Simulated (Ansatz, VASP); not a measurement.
**AlN: VASP beside Ansatz**

File INCAR:

```
SYSTEM = AlN
ALGO = Normal
EDIFF = 1E-6
ENCUT = 520
GGA = PE
ISIF = 2
ISMEAR = 0
LASPH = .TRUE.
LCHARG = .FALSE.
LREAL = .FALSE.
LWAVE = .FALSE.
NBANDS = 26
NELM = 80
PREC = Accurate
SIGMA = 0.05
```

File KPOINTS:

```
k-points
0
G
  8 8 3
  0 0 0
```

The input POSCAR:

```
AlN
1.0
   -3.1302395629      0.0000000000      0.0000000000
   -1.5651197814     -2.7108669814      0.0000000000
   -3.9126429416     -2.2589654556     10.0359593112
Al N
4 4
Direct
   -0.4204818118     -0.4204818118      0.9046143587
   -0.0038318118     -0.0038318118      0.4046143587
    0.5378265216      0.5378265216      0.1546143587
    0.1211765216      0.1211765216      0.6546143587
    0.2538484784      0.2538484784      0.0953856413
   -0.1628015216     -0.1628015216      0.5953856413
    0.3788568118      0.3788568118      0.3453856413
   -0.0377931882     -0.0377931882      0.8453856413
```

Input for Ansatz:

```yaml
crystal:
  lattice:
    - [-3.1302395629, 0.0, 0.0]
    - [-1.5651197814, -2.7108669814, 0.0]
    - [-3.9126429416, -2.2589654556, 10.0359593112]
  atoms:
    - { symbol: Al, position: [-0.4204818118, -0.4204818118, 0.9046143587] }
    - { symbol: Al, position: [-0.0038318118, -0.0038318118, 0.4046143587] }
    - { symbol: Al, position: [0.5378265216, 0.5378265216, 0.1546143587] }
    - { symbol: Al, position: [0.1211765216, 0.1211765216, 0.6546143587] }
    - { symbol: "N", position: [0.2538484784, 0.2538484784, 0.0953856413] }
    - { symbol: "N", position: [-0.1628015216, -0.1628015216, 0.5953856413] }
    - { symbol: "N", position: [0.3788568118, 0.3788568118, 0.3453856413] }
    - { symbol: "N", position: [-0.0377931882, -0.0377931882, 0.8453856413] }
basis:
  ecutwfc: 420
kpoints:
  mp_grid: { grid: [8, 8, 3] }
hamiltonian:
  xc: pbe
scf:
  occupations: { method: gaussian, width: 0.05 }
output:
  forces: true
  stress: true
  eigenvalues: true
```

Alike in both runs: task single point; functional PBE; k mesh 8 × 8 × 3; occupations gaussian, width 0.05 eV; no spin polarisation.

|  | VASP | Ansatz |
| --- | --- | --- |
| version | VASP 6.6.1 | Ansatz 0.2.0 |
| potentials or method | VASP PAW PBE potentials, release 64 (Al, N), cutoff 520 eV | scalar-relativistic, plane waves, PAW |
| valence electrons in the cell | 32 | 32 |

|  | VASP | Ansatz | Ansatz less VASP |
| --- | --- | --- | --- |
| gap on the k mesh at the Fermi level (eV) | 3.47 | 3.46 | -0.007 |
| least direct gap on the mesh (eV) | 3.47 | 3.46 | -0.007 |
| pressure (GPa) | -1.2 | -1.0 | +0.27 |
| traceless stress, the component that is largest in VASP (GPa) | -4.88 | -4.86 | +0.020 |
| rms of the force components (eV/Å) | 0.438 | 0.438 | 0.0000 |

Atom by atom the forces differ by 0.003 eV/Å (rms over components).
